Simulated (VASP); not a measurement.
# HgH2 (P4/nmm) in VASP: notebook

The runs below take HgH2 through single point, relaxation of cell and atoms, with PBE.

All numbers are computed with VASP 6.6.1; they aren't measurements. Logs are shortened: lines on timing, memory, paths and dates and some standing lists are left out, and cuts for length are marked.

**1. The cell of the first run**

Symmetry: P4/nmm, No. 129, tetragonal system. The conventional cell has a = 3.560 Å, b = 3.560 Å, c = 5.432 Å, α = 90.00°, β = 90.00°, γ = 90.00°. Within 3.1 Å of Hg (site symmetry 4mm) lie 10 H at 2.34 to 3.10 Å. H (site symmetry -4m2) has 8 H at 2.31 to 2.52 Å and 4 Hg at 2.41 Å within 3.0 Å. H (site symmetry 4mm) has 4 H at 2.31 Å and 5 Hg at 2.34 to 2.52 Å within 3.0 Å.

**2. Single point, PBE**

Contents of INCAR:

```
SYSTEM = HgH2
PREC = Accurate
ENCUT = 520
EDIFF = 1E-6
ISMEAR = 0
SIGMA = 0.1
LREAL = .FALSE.
LASPH = .TRUE.
NELM = 60
ALGO = Normal
ISIF = 2
LWAVE = .FALSE.
LCHARG = .FALSE.
GGA = PE
NBANDS = 23
```

Contents of KPOINTS:

```
regular mesh
0
G
  6 6 4
  0 0 0
```

Contents of POSCAR:

```
HgH2
1.0
    3.5600760377      0.0000000000      0.0000000000
    0.0000000000      3.5600760377      0.0000000000
    0.0000000000      0.0000000000      5.4319697258
Hg H
2 4
Direct
    0.0000000000      0.5000000000      0.7000000000
    0.5000000000      0.0000000000      0.3000000000
    0.0000000000      0.0000000000      0.0000000000
    0.5000000000      0.5000000000      0.0000000000
    0.0000000000      0.5000000000      0.2700000000
    0.5000000000      0.0000000000      0.7300000000
```

Potentials or basis: VASP PAW PBE potentials, release 64 (Hg, H).

Command:

```
> cat potpaw_PBE.64/Hg/POTCAR potpaw_PBE.64/H/POTCAR > POTCAR
> mpirun -np 1 vasp_std > vasp.out
```

OUTCAR:

```text
SYSTEM = HgH2
   PREC = Accurate
   ENCUT = 520
   EDIFF = 1E-6
   ISMEAR = 0
   LREAL = .FALSE.
   LASPH = .TRUE.
   NELM = 60
   ISIF = 2
   GGA = PE

 ion  position               nearest neighbor table
   1  0.000  0.500  0.700-   5 2.34   2 3.33   2 3.33   2 3.33   2 3.33
   2  0.500  0.000  0.300-   6 2.34   1 3.33   1 3.33   1 3.33   1 3.33
   3  0.000  0.000  0.000-
   4  0.500  0.500  0.000-
   5  0.000  0.500  0.270-   1 2.34
   6  0.500  0.000  0.730-   2 2.34

  LATTYP: Found a simple tetragonal cell.
 ALAT       =     3.5600760377
 C/A-ratio  =     1.5258016032

  Lattice vectors:

 A1 = (   3.5600760377,   0.0000000000,   0.0000000000)
 A2 = (   0.0000000000,   3.5600760377,   0.0000000000)
 A3 = (   0.0000000000,   0.0000000000,   5.4319697258)

Analysis of symmetry for initial positions (statically):
=====================================================================
 Subroutine PRICEL returns:
 Original cell was already a primitive cell.

 Routine SETGRP: Setting up the symmetry group for a
 simple tetragonal supercell.

 Subroutine GETGRP returns: Found 16 space group operations
 (whereof  8 operations were pure point group operations)
 out of a pool of 16 trial point group operations.

The static configuration has the point symmetry D_2d.
 The point group associated with its full space group is D_4h.

Analysis of symmetry for dynamics (positions and initial velocities):
=====================================================================
 Subroutine PRICEL returns:
 Original cell was already a primitive cell.

 Routine SETGRP: Setting up the symmetry group for a
 simple tetragonal supercell.

 Subroutine GETGRP returns: Found 16 space group operations
 (whereof  8 operations were pure point group operations)
 out of a pool of 16 trial point group operations.

The dynamic configuration has the point symmetry D_2d.
 The point group associated with its full space group is D_4h.

 Subroutine INISYM returns: Found 16 space group operations
 (whereof  8 operations are pure point group operations),
 and found     1 'primitive' translations

----------------------------------------------------------------------------------------

                                     Primitive cell

  volume of cell :      68.8456

  direct lattice vectors                    reciprocal lattice vectors
     3.560076038  0.000000000  0.000000000     0.280892877  0.000000000  0.000000000
     0.000000000  3.560076038  0.000000000     0.000000000  0.280892877  0.000000000
     0.000000000  0.000000000  5.431969726     0.000000000  0.000000000  0.184095282

  length of vectors
     3.560076038  3.560076038  5.431969726     0.280892877  0.280892877  0.184095282

  position of ions in fractional coordinates (direct lattice)
     0.000000000  0.500000000  0.700000000
     0.500000000  0.000000000  0.300000000
     0.000000000  0.000000000  0.000000000
     0.500000000  0.500000000  0.000000000
     0.000000000  0.500000000  0.270000000
     0.500000000  0.000000000  0.730000000

  ion indices of the primitive-cell ions
   primitive index   ion index
                 1           1
                 2           2
                 3           3
                 4           4
                 5           5
                 6           6

----------------------------------------------------------------------------------------

 KPOINTS: regular mesh

Automatic generation of k-mesh.
 Grid dimensions read from file:
 generate k-points for:    6    6    4

 Generating k-lattice:

  Cartesian coordinates                     Fractional coordinates (reciprocal lattice)
     0.046815479  0.000000000  0.000000000     0.166666667  0.000000000  0.000000000
     0.000000000  0.046815479  0.000000000     0.000000000  0.166666667  0.000000000
     0.000000000  0.000000000  0.046023821     0.000000000  0.000000000  0.250000000

  Length of vectors
     0.046815479  0.046815479  0.046023821

  Shift w.r.t. Gamma in fractional coordinates (k-lattice)
     0.000000000  0.000000000  0.000000000

 Subroutine IBZKPT returns following result:
 ===========================================

 Found     30 irreducible k-points:

 Following reciprocal coordinates:
            Coordinates               Weight
  0.000000  0.000000  0.000000      1.000000
  0.166667  0.000000  0.000000      4.000000
  0.333333  0.000000  0.000000      4.000000
  0.500000  0.000000  0.000000      2.000000
  0.166667  0.166667  0.000000      4.000000
  0.333333  0.166667  0.000000      8.000000
[... 16 lines left out ...]
  0.333333  0.000000  0.500000      4.000000
  0.500000  0.000000  0.500000      2.000000
 [... further k-points ...]
   k-points           NKPTS =     30   k-points in BZ     NKDIM =     30   number of bands    NBANDS=     23
   number of dos      NEDOS =    301   number of ions     NIONS =      6
   total plane-waves  NPLWV =  31360
   dimension x,y,z NGX =    28 NGY =   28 NGZ =   40
   dimension x,y,z NGXF=    56 NGYF=   56 NGZF=   80
   ions per type =               2   4
   NGX,Y,Z   is equivalent  to a cutoff of  13.08, 13.08, 12.24 a.u.
   NGXF,Y,Z  is equivalent  to a cutoff of  26.15, 26.15, 24.48 a.u.
 SYSTEM =  HgH2
   PREC   = accura    normal or accurate (medium, high low for compatibility)
   ISTART =      0    job   : 0-new  1-cont  2-samecut
   ICHARG =      2    charge: 1-file 2-atom 10-const
   ISPIN  =      1    spin polarized calculation?
   LNONCOLLINEAR =      F non collinear calculations
   LSORBIT =      F    spin-orbit coupling
   LASPH  =      T    aspherical Exc in radial PAW
   ENCUT  =  520.0 eV  38.22 Ry    6.18 a.u.   6.62  6.62 10.10*2*pi/ulx,y,z
   NELM   =     60;   NELMIN=  2; NELMDL= -5     # of ELM steps
   EDIFF  = 0.1E-05   stopping-criterion for ELM
   LREAL  =      F    real-space projection
   EDIFFG = 0.1E-04   stopping-criterion for IOM
   NSW    =      0    number of steps for IOM
   IBRION =     -1    ionic relax: 0-MD 1-quasi-New 2-CG
   NFREE  =      0    steps in history (QN), initial steepest desc. (CG)
   ISIF   =      2    stress and relaxation
   ISYM   =      2    0-nonsym 1-usesym 2-fastsym
   POTIM  = 0.5000    time-step for ionic-motion
   TEBEG  =    0.0;   TEEND  =   0.0 temperature during run
   PSTRESS=    0.0 pullay stress
   NELECT =      28.0000    total number of electrons
   NUPDOWN=      -1.0000    fix difference up-down
   EMIN   =  10.00;   EMAX   =-10.00  energy-range for DOS
   EFERMI =   0.00;   METHOD = LEGACY
   ISMEAR =     0;   SIGMA  =   0.10  broadening in eV -4-tet -1-fermi 0-gaus
   EFERMI_NEDOS =   21; number of points for ismear=-14 and -15
   IALGO  =     38    algorithm
   IMIX   =      4    mixing-type and parameters
     AMIX     =   0.40;   BMIX     =  1.00
     AMIX_MAG =   1.60;   BMIX_MAG =  1.00
  volume/ion in A,a.u.               =      11.47        77.43
  Fermi-wavevector in a.u.,A,eV,Ry     =   1.212929  2.292104 20.016862  1.471198
  Thomas-Fermi vector in A             =   2.348398
   LORBIT       =      0    0 simple, 1 ext, 2 COOP (PROOUT), +10 PAW based schemes
   GGA     = PE    functional components
   LHFCALC =     F    Hartree Fock is set to
   AEXX    =    0.0000 exact exchange contribution
   IVDW    =     0    specifies the selected vdW correction
   LEPSILON=     F    determine dielectric tensor
   LRPA    =     F    only Hartree local field effects (RPA)
 non-spin polarized calculation
 Gauss-broadening in eV      SIGMA  =   0.10
  energy-cutoff  :      520.00
  volume of cell :       68.85
 maximum number of plane-waves:      1876
 NGX is ok and might be reduce to    28
   NGX = 13   NGY = 13   NGZ = 21

 number of electron      28.0000009 magnetization

 Free energy of the ion-electron system (eV)
  ---------------------------------------------------
  ext. energy  EPLUGINS =         0.00000000
  ---------------------------------------------------
  free energy    TOTEN  =        -7.88242406 eV

  energy without entropy =       -7.87637531  energy(sigma->0) =       -7.87939968

 E-fermi :   1.4782     XC(G=0): -10.2500

 val. band max:        1.4570615178   @ k =   0.1667   0.1667   0.5000
 cond. band min:       1.5362347054   @ k =   0.1667   0.1667   0.5000
 fundamental gap:      0.0791731876
 Fermi energy:         1.4782116996

 k-point     1 :       0.0000    0.0000    0.0000
  band No.  band energies     occupation
      1      -7.9881      2.00000
      2      -6.3556      2.00000
      3      -5.8820      2.00000
      4      -5.2615      2.00000
      5      -5.2615      2.00000
      6      -5.2468      2.00000
[... 15 lines left out ...]
     22      12.4447      0.00000
     23      12.7218      0.00000

 k-point     2 :       0.1667    0.0000    0.0000
  band No.  band energies     occupation
      1      -7.6398      2.00000
      2      -6.1882      2.00000
      3      -5.7722      2.00000
      4      -5.3371      2.00000
      5      -5.2424      2.00000
      6      -5.2209      2.00000
[... 15 lines left out ...]
     22      12.6371      0.00000
     23      13.5005      0.00000

 k-point     3 :       0.3333    0.0000    0.0000
  band No.  band energies     occupation
      1      -6.6949      2.00000
      2      -5.8379      2.00000
      3      -5.5614      2.00000
      4      -5.4466      2.00000
      5      -5.4111      2.00000
      6      -5.2272      2.00000
[... 15 lines left out ...]
     22      12.3904      0.00000
     23      14.4030      0.00000
[... 495 lines left out ...]
 k-point    23 :       0.3333    0.0000    0.5000
  band No.  band energies     occupation
      1      -6.2725      2.00000
      2      -5.9699      2.00000
      3      -5.5450      2.00000
      4      -5.2594      2.00000
      5      -5.2360      2.00000
      6      -5.1819      2.00000
[... 15 lines left out ...]
     22      12.2672      0.00000
     23      13.1610      0.00000

 k-point    24 :       0.5000    0.0000    0.5000
  band No.  band energies     occupation
      1      -6.0877      2.00000
      2      -6.0877      2.00000
      3      -5.3072      2.00000
      4      -5.3072      2.00000
      5      -5.2964      2.00000
      6      -5.2964      2.00000
[... 15 lines left out ...]
     22      10.6155      0.00000
     23      12.8478      0.00000

 [... further k-points ...]

------------------------ aborting loop because EDIFF is reached ----------------------------------------

  FORCE on cell =-STRESS in cart. coord.  units (eV):
  Direction    XX          YY          ZZ          XY          YZ          ZX
  --------------------------------------------------------------------------------------
  -------------------------------------------------------------------------------------
  Total       -0.9611851     -0.9611851     -4.0654712      0.0000000      0.0000000      0.0000000
  in kB      -22.3687508    -22.3687508    -94.6118596      0.0000000      0.0000000      0.0000000
  external PRESSURE =     -46.4497871 kB  Pullay stress =       0.0000000 kB

 VOLUME and BASIS-vectors are now :
 -----------------------------------------------------------------------------
  energy-cutoff  :      520.00
  volume of cell :       68.85
      direct lattice vectors                 reciprocal lattice vectors
     3.560076038  0.000000000  0.000000000     0.280892877  0.000000000  0.000000000
     0.000000000  3.560076038  0.000000000     0.000000000  0.280892877  0.000000000
     0.000000000  0.000000000  5.431969726     0.000000000  0.000000000  0.184095282

 POSITION                                       TOTAL-FORCE (eV/Angst)
 -----------------------------------------------------------------------------------
      0.00000      1.78004      3.80238        -0.000000     -0.000000      0.448299
      1.78004      0.00000      1.62959        -0.000000     -0.000000     -0.448299
      0.00000      0.00000      0.00000         0.000000      0.000000      0.000000
      1.78004      1.78004      0.00000        -0.000000     -0.000000      0.000000
      0.00000      1.78004      1.46663        -0.000000     -0.000000      1.117885
      1.78004      0.00000      3.96534        -0.000000     -0.000000     -1.117885
 -----------------------------------------------------------------------------------
    total drift:                                0.000000      0.000000     -0.000000

  FREE ENERGIE OF THE ION-ELECTRON SYSTEM (eV)
  ---------------------------------------------------
  free  energy   TOTEN  =        -7.8824240605 eV

  energy  without entropy=       -7.8763753075  energy(sigma->0) =       -7.87939968
```

Run time: 14 s. Hardware: 1 thread of Intel Xeon 6975P-C (Granite Rapids), shared host; peak memory 0.19 GiB.

Results:

```
Free energy            : -7.8824 eV
Pressure               : -4.6 GPa
Largest force          : 1.118 eV/Å
Band gap on the k mesh : zero (band 14 reaches 2.74 eV, above the bottom of band 15 at 0.52 eV)
```

Forces on the atoms (eV/Å):
```
Hg   0.000  0.000  0.448
Hg   0.000  0.000 -0.448
H    0.000  0.000  0.000
H    0.000  0.000  0.000
H    0.000  0.000  1.118
H    0.000  0.000 -1.118
```

Caveat: spin-orbit coupling is left out, which moves the levels of the heavy elements; forces of over 1 eV/Å act on the atoms, so gaps and moduli don't describe the material at rest.

**3. Single point, PBE**

This run uses another cell than the first one, of 16.58 Å³/atom, 1.445 times its volume.

Contents of INCAR:

```
SYSTEM = HgH2
ALGO = Normal
EDIFF = 1E-6
ENCUT = 520
GGA = PE
ISIF = 2
ISMEAR = 0
LASPH = .True.
LCHARG = .False.
LREAL = .False.
LWAVE = .False.
NBANDS = 23
NELM = 60
PREC = Accurate
SIGMA = 0.1
```

Contents of KPOINTS:

```
k-points
0
Gamma
  6 6 4
  0 0 0
```

Contents of POSCAR:

```
HgH2
1.0
    3.7584911600      0.0000000000      0.0000000000
    0.0000000000      3.7584911600      0.0000000000
    0.0000000000      0.0000000000      7.0436517508
Hg H
2 4
Direct
    0.0000000000      0.5000000000      0.8421581712
    0.5000000000      0.0000000000      0.1578418288
    0.0000000000      0.0000000000      0.0000000000
    0.5000000000      0.5000000000      0.0000000000
    0.0000000000      0.5000000000      0.6076598599
    0.5000000000      0.0000000000      0.3923401401
```

Potentials or basis: VASP PAW PBE potentials, release 64 (Hg, H).

Command:

```
> cat potpaw_PBE.64/Hg/POTCAR potpaw_PBE.64/H/POTCAR > POTCAR
> mpirun -np 1 vasp_std > vasp.out
```

It took 24 s on 1 thread of Intel Xeon 6975P-C (Granite Rapids), shared host; peak memory 0.22 GiB.

It converged, with:

```
Free energy            : -10.5331 eV
Pressure               : 0.2 GPa
Largest force          : 0.081 eV/Å
Band gap on the k mesh : zero (band 14 reaches 0.37 eV, above the bottom of band 15 at 0.02 eV)
```

Forces on the atoms (eV/Å):
```
Hg   0.000  0.000  0.055
Hg   0.000  0.000 -0.055
H    0.000  0.000  0.000
H    0.000  0.000  0.000
H    0.000  0.000 -0.081
H    0.000  0.000  0.081
```

Stress tensor (GPa, compression positive):
```
0.04 0.00 0.00
0.00 0.04 0.00
0.00 0.00 0.63
```

Levels at points of the mesh, in eV from the Fermi level:
| k point | band 12 | band 13 | band 14 | band 15 | band 16 | band 17 |
| --- | --- | --- | --- | --- | --- | --- |
| (0.00, 0.00, 0.00) | -5.07 | -3.53 | 0.34 | 2.65 | 4.32 | 4.32 |
| (0.50, 0.00, 0.00) | -5.36 | -2.84 | -2.84 | 1.73 | 1.73 | 4.69 |
| (0.50, 0.50, 0.00) | -3.62 | -3.44 | -3.44 | 0.09 | 0.09 | 3.52 |
| (0.00, 0.00, 0.50) | -5.75 | -2.23 | 0.34 | 1.31 | 4.46 | 4.46 |
| (0.50, 0.00, 0.50) | -5.29 | -3.15 | -3.15 | 2.87 | 2.87 | 4.12 |
| (0.50, 0.50, 0.50) | -3.62 | -3.40 | -3.40 | 0.02 | 0.02 | 2.98 |

Caveat: spin-orbit coupling is left out, which moves the levels of the heavy elements.

**4. Single point, PBE**

This run uses another cell than the first one, of 17.41 Å³/atom, 1.517 times its volume.

Contents of INCAR:

```
ALGO = Normal ; EDIFF = 1E-6
ENCUT = 520 ; GGA = PE
ISIF = 2 ; ISMEAR = 0
LASPH = True ; LCHARG = False
LREAL = False ; LWAVE = False
NBANDS = 23 ; NELM = 80
PREC = Accurate ; SIGMA = 0.1
```

Contents of KPOINTS:

```
k-points
0
Gamma
  10 10 6
```

Contents of POSCAR:

```
HgH2
1.0
    3.7508932443      0.0000000000      0.0000000000
    0.0000000000      3.7508932443      0.0000000000
    0.0000000000      0.0000000000      7.4247607029
Hg H
2 4
Direct
    0.0000000000      0.5000000000      0.8489638948
    0.5000000000      0.0000000000      0.1510361052
    0.0000000000      0.0000000000      0.0000000000
    0.5000000000      0.5000000000      0.0000000000
    0.0000000000      0.5000000000      0.6264360603
    0.5000000000      0.0000000000      0.3735639397
```

Potentials or basis: VASP PAW PBE potentials, release 64 (Hg, H).

Command:

```
> cat potpaw_PBE.64/Hg/POTCAR potpaw_PBE.64/H/POTCAR > POTCAR
> mpirun -np 1 vasp_std > vasp.out
```

OUTCAR:

```text
EDIFF = 1E-6
   ENCUT = 520
   GGA = PE
   ISIF = 2
   ISMEAR = 0
   LASPH = True
   LREAL = False
   NELM = 80
   PREC = Accurate

 ion  position               nearest neighbor table
   1  0.000  0.500  0.849-   5 1.65   4 2.19   3 2.19   3 2.19   4 2.19   2 3.47   2 3.47   2 3.47
                             2 3.47
   2  0.500  0.000  0.151-   6 1.65   4 2.19   3 2.19   4 2.19   3 2.19   1 3.47   1 3.47   1 3.47
                             1 3.47
[... 838 lines left out ...]
  -------------------------------------------------------------------------------------
  Total        0.0260937      0.0260937      0.2322100      0.0000000      0.0000000      0.0000000
  in kB        0.4002163      0.4002163      3.5615554      0.0000000      0.0000000      0.0000000
  external PRESSURE =       1.4539960 kB  Pullay stress =       0.0000000 kB

 VOLUME and BASIS-vectors are now :
 -----------------------------------------------------------------------------
  energy-cutoff  :      520.00
  volume of cell :      104.46
      direct lattice vectors                 reciprocal lattice vectors
     3.750893244  0.000000000  0.000000000     0.266603162  0.000000000  0.000000000
     0.000000000  3.750893244  0.000000000     0.000000000  0.266603162  0.000000000
     0.000000000  0.000000000  7.424760703     0.000000000  0.000000000  0.134684475

 POSITION                                       TOTAL-FORCE (eV/Angst)
 -----------------------------------------------------------------------------------
      0.00000      1.87545      6.30335        -0.000000     -0.000000      0.043343
      1.87545      0.00000      1.12141        -0.000000     -0.000000     -0.043343
      0.00000      0.00000      0.00000        -0.000000     -0.000000      0.000000
      1.87545      1.87545      0.00000        -0.000000      0.000000      0.000000
      0.00000      1.87545      4.65114        -0.000000     -0.000000     -0.069143
      1.87545      0.00000      2.77362         0.000000     -0.000000      0.069143
 -----------------------------------------------------------------------------------
    total drift:                                0.000000      0.000000      0.000000

  FREE ENERGIE OF THE ION-ELECTRON SYSTEM (eV)
  ---------------------------------------------------
  free  energy   TOTEN  =       -10.5275240107 eV

  energy  without entropy=      -10.5227427396  energy(sigma->0) =      -10.52513338
```

stdout:

```text
POSCAR found type information on POSCAR HgH
 POSCAR found :  2 types and       6 ions
 scaLAPACK will be used
 LDA part: xc-table for (Slater+PW92), standard interpolation
 POSCAR, INCAR and KPOINTS ok, starting setup
 FFT: planning ... GRIDC
 FFT: planning ... GRID_SOFT
 FFT: planning ... GRID
 WAVECAR not read
 entering main loop
```

Wall time 58 s (1 thread of Intel Xeon 6975P-C (Granite Rapids), shared host); peak memory 0.31 GiB.

Results:

```yaml
Free_energy: -10.5275 eV
Pressure: 0.1 GPa
Largest_force: 0.069 eV/Å
Band_gap_on_the_k_mesh: zero (band 14 reaches 0.18 eV, above the bottom of band 15 at -0.18 eV)
```

Forces in eV/Å, atoms in the order of the input:
```
Hg   0.000  0.000  0.043
Hg   0.000  0.000 -0.043
H    0.000  0.000  0.000
H    0.000  0.000  0.000
H    0.000  0.000 -0.069
H    0.000  0.000  0.069
```

Caveat: spin-orbit coupling is left out, which moves the levels of the heavy elements.

[end of part 1 of 2]
